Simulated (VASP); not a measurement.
# KI (Fm-3m) in VASP: relaxation of cell and atoms with PBEsol

Aim: the relaxation of cell and atoms of KI with PBEsol.

All numbers are computed with VASP 6.6.1; they aren't measurements. Logs are shortened: lines on timing, memory, paths and dates and some standing lists are left out, and cuts for length are marked.

### 1 The cell of the first run

The structure is cubic, space group Fm-3m (No. 225). The conventional cell has a = 7.066 Å, b = 7.066 Å, c = 7.066 Å, α = 90.00°, β = 90.00°, γ = 90.00°. K (site symmetry m-3m) has 6 I at 3.53 Å within 4.6 Å. Within 4.6 Å of I (site symmetry m-3m) lie 6 K at 3.53 Å.

### 2 Relaxation of cell and atoms, PBEsol

Input file INCAR:

```
  ALGO = Normal
  EDIFF = 1E-6
  EDIFFG = -0.002
  ENCUT = 600
  GGA = PS
  IBRION = 2
  ISIF = 3
  ISMEAR = -1
  LASPH = T
  LCHARG = F
  LREAL = F
  LWAVE = F
  NELM = 80
  NSW = 100
  PREC = Accurate
  SIGMA = 0.1
```

Input file KPOINTS:

```
k-points
0
Gamma
  12 12 12
```

Input file POSCAR:

```
KI
1.0
    0.0000000000      3.5327750000      3.5327750000
    3.5327750000      0.0000000000      3.5327750000
    3.5327750000      3.5327750000      0.0000000000
K I
1 1
Direct
    0.0000000000      0.0000000000      0.0000000000
    0.5000000000      0.5000000000      0.5000000000
```

Potentials or basis: VASP PAW PBE potentials, release 64 (K_sv, I).

Run with:

```sh
$ cat potpaw_PBE.64/K_sv/POTCAR potpaw_PBE.64/I/POTCAR > POTCAR
$ mpirun -np 1 vasp_std > vasp.out
```

OUTCAR:

```text
EDIFF = 1E-6
   EDIFFG = -0.002
   ENCUT = 600
   GGA = PS
   IBRION = 2
   ISIF = 3
   ISMEAR = -1
   LASPH = T
   LREAL = F
   NELM = 80
   NSW = 100
   PREC = Accurate

 ion  position               nearest neighbor table
   1  0.000  0.000  0.000-   2 3.53   2 3.53   2 3.53   2 3.53   2 3.53   2 3.53
   2  0.500  0.500  0.500-   1 3.53   1 3.53   1 3.53   1 3.53   1 3.53   1 3.53

  LATTYP: Found a face centered cubic cell.
 ALAT       =     7.0655500000

  Lattice vectors:

 A1 = (   0.0000000000,   3.5327750000,   3.5327750000)
 A2 = (   3.5327750000,   0.0000000000,   3.5327750000)
 A3 = (   3.5327750000,   3.5327750000,   0.0000000000)

Analysis of symmetry for initial positions (statically):
=====================================================================
 Subroutine PRICEL returns:
 Original cell was already a primitive cell.

 Routine SETGRP: Setting up the symmetry group for a
 face centered cubic supercell.

 Subroutine GETGRP returns: Found 48 space group operations
 (whereof 48 operations were pure point group operations)
 out of a pool of 48 trial point group operations.

The static configuration has the point symmetry O_h .

Analysis of symmetry for dynamics (positions and initial velocities):
=====================================================================
 Subroutine PRICEL returns:
 Original cell was already a primitive cell.

 Routine SETGRP: Setting up the symmetry group for a
 face centered cubic supercell.

 Subroutine GETGRP returns: Found 48 space group operations
 (whereof 48 operations were pure point group operations)
 out of a pool of 48 trial point group operations.

The dynamic configuration has the point symmetry O_h .

 Subroutine INISYM returns: Found 48 space group operations
 (whereof 48 operations are pure point group operations),
 and found     1 'primitive' translations

----------------------------------------------------------------------------------------

                                     Primitive cell

  volume of cell :      88.1816

  direct lattice vectors                    reciprocal lattice vectors
     0.000000000  3.532775000  3.532775000    -0.141531799  0.141531799  0.141531799
     3.532775000  0.000000000  3.532775000     0.141531799 -0.141531799  0.141531799
     3.532775000  3.532775000  0.000000000     0.141531799  0.141531799 -0.141531799

  length of vectors
     4.996098318  4.996098318  4.996098318     0.245140266  0.245140266  0.245140266

  position of ions in fractional coordinates (direct lattice)
     0.000000000  0.000000000  0.000000000
     0.500000000  0.500000000  0.500000000

  ion indices of the primitive-cell ions
   primitive index   ion index
                 1           1
                 2           2

----------------------------------------------------------------------------------------

 KPOINTS: k-points

Automatic generation of k-mesh.
 Grid dimensions read from file:
 generate k-points for:   12   12   12

 Generating k-lattice:

  Cartesian coordinates                     Fractional coordinates (reciprocal lattice)
    -0.011794317  0.011794317  0.011794317     0.083333333  0.000000000  0.000000000
     0.011794317 -0.011794317  0.011794317     0.000000000  0.083333333  0.000000000
     0.011794317  0.011794317 -0.011794317     0.000000000  0.000000000  0.083333333

  Length of vectors
     0.020428356  0.020428356  0.020428356

  Shift w.r.t. Gamma in fractional coordinates (k-lattice)
     0.000000000  0.000000000  0.000000000

 Subroutine IBZKPT returns following result:
 ===========================================

 Found     72 irreducible k-points:

 Following reciprocal coordinates:
            Coordinates               Weight
  0.000000  0.000000  0.000000      1.000000
  0.083333  0.000000  0.000000      8.000000
  0.166667  0.000000  0.000000      8.000000
  0.250000  0.000000  0.000000      8.000000
  0.333333  0.000000  0.000000      8.000000
  0.416667  0.000000  0.000000      8.000000
[... 16 lines left out ...]
  0.500000  0.166667  0.000000     24.000000
 -0.416667  0.166667  0.000000     24.000000
 [... further k-points ...]
   k-points           NKPTS =     72   k-points in BZ     NKDIM =     72   number of bands    NBANDS=     12
   number of dos      NEDOS =    301   number of ions     NIONS =      2
   total plane-waves  NPLWV =  64000
   dimension x,y,z NGX =    40 NGY =   40 NGZ =   40
   dimension x,y,z NGXF=    80 NGYF=   80 NGZF=   80
   ions per type =               1   1
   NGX,Y,Z   is equivalent  to a cutoff of  13.31, 13.31, 13.31 a.u.
   NGXF,Y,Z  is equivalent  to a cutoff of  26.62, 26.62, 26.62 a.u.
 SYSTEM =  unknown system
   PREC   = accura    normal or accurate (medium, high low for compatibility)
   ISTART =      0    job   : 0-new  1-cont  2-samecut
   ICHARG =      2    charge: 1-file 2-atom 10-const
   ISPIN  =      1    spin polarized calculation?
   LNONCOLLINEAR =      F non collinear calculations
   LSORBIT =      F    spin-orbit coupling
   LASPH  =      T    aspherical Exc in radial PAW
   ENCUT  =  600.0 eV  44.10 Ry    6.64 a.u.   9.98  9.98  9.98*2*pi/ulx,y,z
   NELM   =     80;   NELMIN=  2; NELMDL= -5     # of ELM steps
   EDIFF  = 0.1E-05   stopping-criterion for ELM
   LREAL  =      F    real-space projection
   EDIFFG = -.2E-02   stopping-criterion for IOM
   NSW    =    100    number of steps for IOM
   IBRION =      2    ionic relax: 0-MD 1-quasi-New 2-CG
   NFREE  =      1    steps in history (QN), initial steepest desc. (CG)
   ISIF   =      3    stress and relaxation
   ISYM   =      2    0-nonsym 1-usesym 2-fastsym
   POTIM  = 0.5000    time-step for ionic-motion
   TEBEG  =    0.0;   TEEND  =   0.0 temperature during run
   PSTRESS=    0.0 pullay stress
   NELECT =      16.0000    total number of electrons
   NUPDOWN=      -1.0000    fix difference up-down
   EMIN   =  10.00;   EMAX   =-10.00  energy-range for DOS
   EFERMI =   0.00;   METHOD = LEGACY
   ISMEAR =    -1;   SIGMA  =   0.10  broadening in eV -4-tet -1-fermi 0-gaus
   EFERMI_NEDOS =   21; number of points for ismear=-14 and -15
   IALGO  =     38    algorithm
   IMIX   =      4    mixing-type and parameters
     AMIX     =   0.40;   BMIX     =  1.00
     AMIX_MAG =   1.60;   BMIX_MAG =  1.00
  volume/ion in A,a.u.               =      44.09       297.54
  Fermi-wavevector in a.u.,A,eV,Ry     =   0.926806  1.751409 11.686988  0.858969
  Thomas-Fermi vector in A             =   2.052808
   LORBIT       =      0    0 simple, 1 ext, 2 COOP (PROOUT), +10 PAW based schemes
   GGA     = PS    functional components
   LHFCALC =     F    Hartree Fock is set to
   AEXX    =    0.0000 exact exchange contribution
   IVDW    =     0    specifies the selected vdW correction
   LEPSILON=     F    determine dielectric tensor
   LRPA    =     F    only Hartree local field effects (RPA)
 conjugate gradient relaxation of ions
 non-spin polarized calculation
  energy-cutoff  :      600.00
  volume of cell :       88.18
 maximum number of plane-waves:      2959
   NGX = 19   NGY = 19   NGZ = 19

--------------------------------------- Ionic step        1  -------------------------------------------

 number of electron      15.9999999 magnetization

 Free energy of the ion-electron system (eV)
  ---------------------------------------------------
  ext. energy  EPLUGINS =         0.00000000
  ---------------------------------------------------
  free energy    TOTEN  =        -5.81461541 eV

  energy without entropy =       -5.81461541  energy(sigma->0) =       -5.81461541

------------------------ aborting loop because EDIFF is reached ----------------------------------------

  FORCE on cell =-STRESS in cart. coord.  units (eV):
  Direction    XX          YY          ZZ          XY          YZ          ZX
  --------------------------------------------------------------------------------------
  -------------------------------------------------------------------------------------
  Total       -0.1298944     -0.1298944     -0.1298944     -0.0000000      0.0000000     -0.0000000
  in kB       -2.3600604     -2.3600604     -2.3600604     -0.0000000      0.0000000     -0.0000000
  external PRESSURE =      -2.3600604 kB  Pullay stress =       0.0000000 kB
[... 89 lines left out ...]
  FREE ENERGIE OF THE ION-ELECTRON SYSTEM (eV)
  ---------------------------------------------------
  free  energy   TOTEN  =        -5.8159581895 eV

  energy  without entropy=       -5.8159581889  energy(sigma->0) =       -5.81595819

[... ionic steps 4 to 19 ...]

--------------------------------------- Ionic step       20  -------------------------------------------

 number of electron      15.9999999 magnetization

------------------------ aborting loop because EDIFF is reached ----------------------------------------

  FORCE on cell =-STRESS in cart. coord.  units (eV):
  Direction    XX          YY          ZZ          XY          YZ          ZX
  --------------------------------------------------------------------------------------
  -------------------------------------------------------------------------------------
  Total        0.0104788      0.0104788      0.0104788      0.0000000      0.0000000     -0.0000000
  in kB        0.1945043      0.1945043      0.1945043      0.0000000      0.0000000     -0.0000000
  external PRESSURE =       0.1945043 kB  Pullay stress =       0.0000000 kB
[... 57 lines left out ...]
  energy  without entropy=       -5.8160734097  energy(sigma->0) =       -5.81607341

--------------------------------------- Ionic step       22  -------------------------------------------

 number of electron      15.9999999 magnetization

 Free energy of the ion-electron system (eV)
  ---------------------------------------------------
  ext. energy  EPLUGINS =         0.00000000
  ---------------------------------------------------
  free energy    TOTEN  =        -5.81607327 eV

  energy without entropy =       -5.81607327  energy(sigma->0) =       -5.81607327

 E-fermi :   1.7148     XC(G=0):  -7.4288

 val. band max:       -0.3979896865   @ k =   0.0000   0.0000   0.0000
 cond. band min:       3.4616506933   @ k =   0.0000   0.0000   0.0000
 fundamental gap:      3.8596403799
 Fermi energy:         1.7147682724

 k-point     1 :       0.0000    0.0000    0.0000
  band No.  band energies     occupation
      1     -28.6873      2.00000
      2     -12.2431      2.00000
      3     -12.2431      2.00000
      4     -12.2431      2.00000
      5     -10.9683      2.00000
      6      -0.3980      2.00000
      7      -0.3980      2.00000
      8      -0.3980      2.00000
      9       3.4617      0.00000
     10       6.0184      0.00000
     11       6.0184      0.00000
     12       6.0184      0.00000
[... 331 lines left out ...]
 k-point    24 :      -0.4167    0.1667    0.0000
  band No.  band energies     occupation
      1     -28.6846      2.00000
      2     -12.3955      2.00000
      3     -12.2582      2.00000
      4     -12.2482      2.00000
      5     -10.6744      2.00000
      6      -1.6550      2.00000
      7      -0.9119      2.00000
      8      -0.7767      2.00000
      9       5.3644      0.00000
     10       6.6407      0.00000
     11       7.2214      0.00000
     12       7.7737      0.00000

 [... further k-points ...]

------------------------ aborting loop because EDIFF is reached ----------------------------------------

  FORCE on cell =-STRESS in cart. coord.  units (eV):
  Direction    XX          YY          ZZ          XY          YZ          ZX
  --------------------------------------------------------------------------------------
  -------------------------------------------------------------------------------------
  Total        0.0039697      0.0039697      0.0039697     -0.0000000     -0.0000000      0.0000000
  in kB        0.0736771      0.0736771      0.0736771     -0.0000000     -0.0000000      0.0000000
  external PRESSURE =       0.0736771 kB  Pullay stress =       0.0000000 kB
[... 17 lines left out ...]
  FREE ENERGIE OF THE ION-ELECTRON SYSTEM (eV)
  ---------------------------------------------------
  free  energy   TOTEN  =        -5.8160732672 eV

  energy  without entropy=       -5.8160732667  energy(sigma->0) =       -5.81607327

 reached required accuracy - stopping structural energy minimisation
```

Run time: 6.1 min. Hardware: 1 thread of Intel Xeon 6975P-C (Granite Rapids), shared host; peak memory 0.31 GiB.

What came out:

```
Free energy                           : -5.8161 eV
Relaxed volume                        : 43.16 Å³/atom
Relaxed cell                          : a = 4.961 Å, b = 4.961 Å, c = 4.961 Å, α = 60.00°, β = 60.00°, γ = 60.00°
Space group after relaxing (to 0.1 Å) : Fm-3m (No. 225)
Energy gained by relaxing             : 0.7 meV/atom
Ionic steps                           : 22
Pressure after relaxing               : 0.0 GPa
Band gap on the k mesh                : 3.86 eV
```

The path:
```csv
step,energy change (eV),largest force (eV/Å),pressure (GPa),volume (Å³)
1,0.0000,0.0000,-0.24,88.18
2,-0.0010,0.0000,-0.13,87.36
3,-0.0013,0.0000,-0.07,86.84
4,-0.0013,0.0000,0.07,85.81
5,-0.0015,0.0000,-0.01,86.35
6,-0.0015,0.0000,0.01,86.28
7,-0.0015,0.0000,0.01,86.31
8,-0.0015,0.0000,0.02,86.42
9,-0.0014,0.0000,-0.05,86.64
10,-0.0014,0.0000,-0.02,86.48
11,-0.0015,0.0000,-0.03,86.45
12,-0.0015,0.0000,-0.02,86.43
13,-0.0015,0.0000,-0.03,86.43
14,-0.0015,0.0000,-0.02,86.41
15,-0.0015,0.0000,-0.02,86.38
16,-0.0015,0.0000,-0.01,86.33
17,-0.0015,0.0000,0.02,86.22
18,-0.0015,0.0000,0.02,86.28
19,-0.0015,0.0000,0.01,86.31
20,-0.0015,0.0000,0.02,86.32
21,-0.0015,0.0000,0.02,86.32
22,-0.0015,0.0000,0.01,86.33
```

Final structure:
```
K I
1.0
     0.00000    3.50781    3.50781
     3.50781    0.00000    3.50781
     3.50781    3.50781    0.00000
K I
1 1
Direct
  0.00000 0.00000 0.00000
  0.50000 0.50000 0.50000
```

Caveat: the PAW data sets were made with another functional, which shifts forces and pressure a little; spin-orbit coupling is left out, which moves the levels of the heavy elements.
